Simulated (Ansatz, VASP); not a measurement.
One calculation of Rh, two programs

Contents of INCAR:

```
PREC = Accurate
ENCUT = 520
EDIFF = 1E-6
ISMEAR = 0
SIGMA = 0.15
LREAL = F
LASPH = T
NELM = 100
ALGO = Fast
ISIF = 2
LWAVE = F
LCHARG = F
GGA = PS
NBANDS = 22
```

The input KPOINTS:

```
Automatic mesh
0
Gamma
  24 24 14
```

Contents of POSCAR:

```
Rh
1.0
    2.9038349716      0.0000000000      0.0000000000
   -1.4519174858      2.5147948538      0.0000000000
    0.0000000000      0.0000000000      4.1558594340
Rh
2
Direct
    0.6666666667      0.3333333333      0.7500000000
    0.3333333333      0.6666666667      0.2500000000
```

Input for Ansatz:

```yaml
crystal:
  lattice:
    - [2.9038349716, 0.0, 0.0]
    - [-1.4519174858, 2.5147948538, 0.0]
    - [0.0, 0.0, 4.155859434]
  atoms:
    - { symbol: Rh, position: [0.6666666667, 0.3333333333, 0.75] }
    - { symbol: Rh, position: [0.3333333333, 0.6666666667, 0.25] }
basis:
  ecutwfc: 420
kpoints:
  mp_grid: { grid: [24, 24, 14] }
hamiltonian:
  xc: pbesol
scf:
  occupations: { method: gaussian, width: 0.15 }
output:
  forces: true
  stress: true
  eigenvalues: true
```

Change from the starting cell: strain +0.080 along x and y, -0.040 along z, atoms carried along.

Alike in both runs: task single point; functional PBEsol; k mesh 24 × 24 × 14; occupations gaussian, width 0.15 eV; no spin polarisation.

```csv
,VASP,Ansatz
version,VASP 6.6.1,Ansatz 0.2.0
potentials or method,"VASP PAW PBE potentials, release 64 (Rh_pv), cutoff 520 eV","scalar-relativistic, plane waves, PAW"
valence electrons in the cell,30,34
```

```csv
,VASP,Ansatz,Ansatz less VASP
gap on the k mesh at the Fermi level (eV),none,none,-
pressure (GPa),-21.2,-21.1,+0.12
"traceless stress, the component that is largest in VASP (GPa)",11.85,11.84,-0.005
```

VASP's potentials were made for PBE, not for PBEsol. A gap of «none» marks a metal or a gap that the smearing closes. With one functional, cell and mesh, what is left measures potentials, basis and numerics. VASP's potentials hold 30 valence electrons a cell and Ansatz's 34, so a difference there can come from the potentials and not from the codes.
